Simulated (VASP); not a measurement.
# RbBr (Fm-3m) in VASP: notebook, part 2 of 2

VASP 6.6.1. The steps go on from the part before.

## (5) Relaxation of cell and atoms, PBEsol, target pressure 5 GPa, at which the enthalpy is minimised

This run uses another cell than the first one, of 40.25 Å³/atom.

File INCAR:

```
SYSTEM = RbBr
ALGO = Normal ; EDIFF = 1E-6
EDIFFG = -0.01 ; ENCUT = 600
GGA = PS ; IBRION = 2
ISIF = 3 ; ISMEAR = -1
LASPH = .True. ; LCHARG = .False.
LREAL = .False. ; LWAVE = .False.
NELM = 80 ; NSW = 80
PREC = Accurate ; PSTRESS = 50.0
SIGMA = 0.05
```

File KPOINTS:

```
k-points
0
Gamma
  7 7 7
  0 0 0
```

File POSCAR:

```
RbBr
1.0
    0.0000000000      3.4270000000      3.4270000000
    3.4270000000      0.0000000000      3.4270000000
    3.4270000000      3.4270000000      0.0000000000
Rb Br
1 1
Direct
    0.0000000000      0.0000000000      0.0000000000
    0.5000000000      0.5000000000      0.5000000000
```

Potentials or basis: VASP PAW PBE potentials, release 64 (Rb_sv, Br).

Run with:

```bash
> cat potpaw_PBE.64/Rb_sv/POTCAR potpaw_PBE.64/Br/POTCAR > POTCAR
> mpirun -np 1 vasp_std > vasp.out
```

OUTCAR:

```text
SYSTEM = RbBr
   EDIFF = 1E-6
   EDIFFG = -0.01
   ENCUT = 600
   GGA = PS
   IBRION = 2
   ISIF = 3
   ISMEAR = -1
   LASPH = .True.
   LREAL = .False.
   NELM = 80
   NSW = 80
   PREC = Accurate
   PSTRESS = 50.0

 ion  position               nearest neighbor table
   1  0.000  0.000  0.000-   2 3.43   2 3.43   2 3.43   2 3.43   2 3.43   2 3.43
   2  0.500  0.500  0.500-   1 3.43   1 3.43   1 3.43   1 3.43   1 3.43   1 3.43

  LATTYP: Found a face centered cubic cell.
 ALAT       =     6.8540000000

  Lattice vectors:

 A1 = (   0.0000000000,   3.4270000000,   3.4270000000)
 A2 = (   3.4270000000,   0.0000000000,   3.4270000000)
 A3 = (   3.4270000000,   3.4270000000,   0.0000000000)

Analysis of symmetry for initial positions (statically):
=====================================================================
 Subroutine PRICEL returns:
 Original cell was already a primitive cell.

 Routine SETGRP: Setting up the symmetry group for a
 face centered cubic supercell.

 Subroutine GETGRP returns: Found 48 space group operations
 (whereof 48 operations were pure point group operations)
 out of a pool of 48 trial point group operations.

The static configuration has the point symmetry O_h .

Analysis of symmetry for dynamics (positions and initial velocities):
=====================================================================
 Subroutine PRICEL returns:
 Original cell was already a primitive cell.

 Routine SETGRP: Setting up the symmetry group for a
[... 140 lines left out ...]

 number of electron      16.0000001 magnetization

 Free energy of the ion-electron system (eV)
  ---------------------------------------------------
  ext. energy  EPLUGINS =         0.00000000
  ---------------------------------------------------
  free energy    TOTEN  =        -6.35543386 eV

  energy without entropy =       -6.35543386  energy(sigma->0) =       -6.35543386

 E-fermi :  -0.7971     XC(G=0):  -7.4053

 val. band max:       -1.8451944616   @ k =   0.0000   0.0000   0.0000
 cond. band min:       2.3662974815   @ k =   0.0000   0.0000   0.0000
 fundamental gap:      4.2114919431
 Fermi energy:        -0.7971185226

 k-point     1 :       0.0000    0.0000    0.0000
  band No.  band energies     occupation
      1     -26.2004      2.00000
      2     -14.0387      2.00000
      3     -10.2879      2.00000
      4     -10.2879      2.00000
      5     -10.2879      2.00000
      6      -1.8452      2.00000
      7      -1.8452      2.00000
      8      -1.8452      2.00000
      9       2.3663      0.00000
     10       5.3551      0.00000
     11       5.3551      0.00000
     12       5.3551      0.00000
[... 358 lines left out ...]
--------------------------------------- Ionic step        3  -------------------------------------------

 number of electron      15.9999999 magnetization

 Free energy of the ion-electron system (eV)
  ---------------------------------------------------
  ext. energy  EPLUGINS =         0.00000000
  ---------------------------------------------------
  free energy    TOTEN  =        -6.16577948 eV

  energy without entropy =       -6.16577948  energy(sigma->0) =       -6.16577948

 E-fermi :   0.1662     XC(G=0):  -8.3136

 val. band max:       -0.9083754881   @ k =   0.0000   0.0000   0.0000
 cond. band min:       3.8511638028   @ k =   0.0000   0.0000   0.0000
 fundamental gap:      4.7595392909
 Fermi energy:         0.1661837923

 k-point     1 :       0.0000    0.0000    0.0000
  band No.  band energies     occupation
      1     -24.9080      2.00000
      2     -13.3680      2.00000
      3      -9.0157      2.00000
      4      -9.0157      2.00000
      5      -9.0157      2.00000
      6      -0.9084      2.00000
      7      -0.9084      2.00000
      8      -0.9084      2.00000
      9       3.8512      0.00000
     10       6.2187      0.00000
     11       6.2187      0.00000
     12       6.2187      0.00000
[... 316 lines left out ...]
  energy  without entropy=       -6.1657794770  energy(sigma->0) =       -6.16577948

  enthalpy is  TOTEN    =        -4.1302525308 eV   P V=        2.0355269463

 reached required accuracy - stopping structural energy minimisation
```

CONTCAR:

```text
RbBr
   1.00000000000000
     0.0000000000000000    3.1949383285088131    3.1949383285088131
     3.1949383285088131    0.0000000000000000    3.1949383285088131
     3.1949383285088131    3.1949383285088131    0.0000000000000000
  Rb              Br
     1     1
Direct
     0.0000000000000000    0.0000000000000000    0.0000000000000000
     0.5000000000000000    0.5000000000000000    0.5000000000000000

  0.00000000E+00  0.00000000E+00  0.00000000E+00
  0.00000000E+00  0.00000000E+00  0.00000000E+00
```

Run time: 33 s. Hardware: 1 thread of AMD EPYC 9R45 (Zen 5), shared host; peak memory 0.22 GiB.

Results:

* Free energy: -6.1658 eV
* Relaxed volume: 32.61 Å³/atom
* Relaxed cell: a = 4.518 Å, b = 4.518 Å, c = 4.518 Å, α = 60.00°, β = 60.00°, γ = 60.00°
* Space group after relaxing (to 0.1 Å): Fm-3m (No. 225)
* Energy change on relaxing (the run minimises the enthalpy): +94.8 meV/atom
* Ionic steps: 3
* Pressure after relaxing: 5.0 GPa
* Band gap on the k mesh: 4.76 eV

The path:
```tsv
step	energy change (eV)	largest force (eV/Å)	pressure (GPa)	volume (Å³)
1	0.0000	0.0000	-0.02	80.50
2	0.1483	0.0000	4.19	66.67
3	0.1897	0.0000	4.96	65.23
```

Final structure:
```
Rb Br
1.0
     0.00000    3.19494    3.19494
     3.19494    0.00000    3.19494
     3.19494    3.19494    0.00000
Rb Br
1 1
Cartesian
  0.0000 0.0000 0.0000
  3.1949 3.1949 3.1949
```

Levels at points of the mesh, in eV from the valence-band top:
```tsv
k point	band 4	band 5	band 6	band 7	band 8	band 9	band 10	band 11	band 12
(0.00, 0.00, 0.00)	-8.11	-8.11	0.00	0.00	0.00	4.76	7.13	7.13	7.13
```

Caveat: the cell is relaxed towards a set pressure, so the run minimises the enthalpy, not the energy; the volume moved by over 15 % at a fixed basis, so the end points are rough; the PAW data sets were made with another functional, which shifts forces and pressure a little; an odd mesh through Γ misses points on the zone boundary, where band edges can lie.

## (6) Relaxation of cell and atoms, PBEsol, target pressure 10 GPa, at which the enthalpy is minimised

This run uses another cell than the first one, of 40.25 Å³/atom.

File INCAR:

```
SYSTEM = RbBr
  ALGO = Normal
  EDIFF = 1E-6
  EDIFFG = -0.01
  ENCUT = 600
  GGA = PS
  IBRION = 2
  ISIF = 3
  ISMEAR = -1
  LASPH = .TRUE.
  LCHARG = .FALSE.
  LREAL = .FALSE.
  LWAVE = .FALSE.
  NELM = 80
  NSW = 80
  PREC = Accurate
  PSTRESS = 100.0
  SIGMA = 0.05
```

File KPOINTS:

```
k-points
0
G
  7 7 7
  0 0 0
```

POSCAR is that of step 5.

Potentials or basis: VASP PAW PBE potentials, release 64 (Rb_sv, Br).

Run with:

```bash
> cat potpaw_PBE.64/Rb_sv/POTCAR potpaw_PBE.64/Br/POTCAR > POTCAR
> mpirun -np 1 vasp_std > vasp.out
```

Wall time 39 s (1 thread of AMD EPYC 9R45 (Zen 5), shared host); peak memory 0.22 GiB.

It converged, with:

| Item | Value |
| --- | --- |
| Free energy | -5.8612 eV |
| Relaxed volume | 29.25 Å³/atom |
| Relaxed cell | a = 4.357 Å, b = 4.357 Å, c = 4.357 Å, α = 60.00°, β = 60.00°, γ = 60.00° |
| Space group after relaxing (to 0.1 Å) | Fm-3m (No. 225) |
| Energy change on relaxing (the run minimises the enthalpy) | +247.1 meV/atom |
| Ionic steps | 3 |
| Pressure after relaxing | 10.0 GPa |
| Band gap on the k mesh | 4.89 eV (least direct gap 5.01 eV) |

The path:
| step | energy change (eV) | largest force (eV/Å) | pressure (GPa) | volume (Å³) |
| --- | --- | --- | --- | --- |
| 1 | 0.0000 | 0.0000 | -0.02 | 80.50 |
| 2 | 0.7922 | 0.0000 | 14.59 | 54.58 |
| 3 | 0.4942 | 0.0000 | 10.02 | 58.50 |

Final structure:
```yaml
crystal:
  lattice:
    - [0.00000, 3.08120, 3.08120]
    - [3.08120, 0.00000, 3.08120]
    - [3.08120, 3.08120, 0.00000]
  atoms:
    - { symbol: Rb, position: [0.00000, 0.00000, 0.00000] }
    - { symbol: Br, position: [0.50000, 0.50000, 0.50000] }
```

Levels at points of the mesh, in eV from the valence-band top:
```csv
k point,band 6,band 7,band 8,band 9,band 10,band 11
"(0.00, 0.00, 0.00)",0.00,0.00,0.00,5.11,7.01,7.01
```

Caveat: the cell is relaxed towards a set pressure, so the run minimises the enthalpy, not the energy; the volume moved by over 15 % at a fixed basis, so the end points are rough; the PAW data sets were made with another functional, which shifts forces and pressure a little; an odd mesh through Γ misses points on the zone boundary, where band edges can lie. Expect the measured gap to be larger: semilocal functionals such as PBEsol lack the derivative discontinuity.

## (7) The runs side by side

```csv
task,cell,cutoff (eV),gap on the mesh (eV),pressure (GPa)
single point,"a = 4.513 Å, angles 60.0°, 2 atoms",520,4.77,5.1
single point,"a = 4.844 Å, angles 60.0°, 2 atoms",520,4.22,0.0
relaxation of cell and atoms,"relaxed from a = 4.847 Å, angles 60.0°, 2 atoms",600,4.21,0.0
relaxation of cell and atoms,"relaxed to 5 GPa from a = 4.847 Å, angles 60.0°, 2 atoms",600,4.76,5.0
relaxation of cell and atoms,"relaxed to 10 GPa from a = 4.847 Å, angles 60.0°, 2 atoms",600,4.89,10.0
```

Alike in all rows: level PBEsol; potentials or basis VASP PAW PBE potentials, release 64 (Rb_sv, Br); no spin polarisation; k mesh 7 × 7 × 7; smearing fermi-dirac 0.05 eV.

Caveats: the PAW data sets were made with another functional, which shifts forces and pressure a little; an odd mesh through Γ misses points on the zone boundary, where band edges can lie; the cell is relaxed towards a set pressure, so the run minimises the enthalpy, not the energy (at least some runs); the volume moved by over 15 % at a fixed basis, so the end points are rough (at least some runs); the cell stands under pressure (at least some runs); the relaxation stopped at its first step, so nothing moved (at least some runs).

Absolute energies hang on the potentials; compare differences alone.
